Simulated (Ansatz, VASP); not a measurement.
**Ge: VASP beside Ansatz**

```
CELL_PARAMETERS angstrom
0.00000 2.83786 2.83786
2.83786 0.00000 2.83786
2.83786 2.83786 0.00000
ATOMIC_POSITIONS crystal
Ge 0.50000 0.50000 0.49013
Ge 0.75000 0.75000 0.75987
```

Change from the starting cell: mode 4 frozen in at -0.028 Å and mode 5 at -0.028 Å (largest displacements).

Alike in both runs: task single point; functional PBEsol; k mesh 14 × 14 × 14; occupations gaussian, width 0.15 eV; no spin polarisation.

```csv
,VASP,Ansatz
version,VASP 6.6.1,Ansatz 0.2.0
potentials or method,"VASP PAW PBE potentials, release 64 (Ge_d), cutoff 520 eV","scalar-relativistic, plane waves, PAW"
valence electrons in the cell,28,28
```

|  | VASP | Ansatz | Ansatz less VASP |
| --- | --- | --- | --- |
| gap on the k mesh at the Fermi level (eV) | none | none | - |
| pressure (GPa) | 0.4 | 0.2 | -0.15 |
| traceless stress, the component that is largest in VASP (GPa) | -1.66 | -1.67 | -0.011 |
| rms of the force components (eV/Å) | 0.495 | 0.496 | +0.0007 |

VASP's potentials were made for PBE, not for PBEsol, and Ansatz warns of the same on its side. Atom by atom the forces differ by 0.001 eV/Å (rms over components). A gap of «none» marks a metal or a gap that the smearing closes.
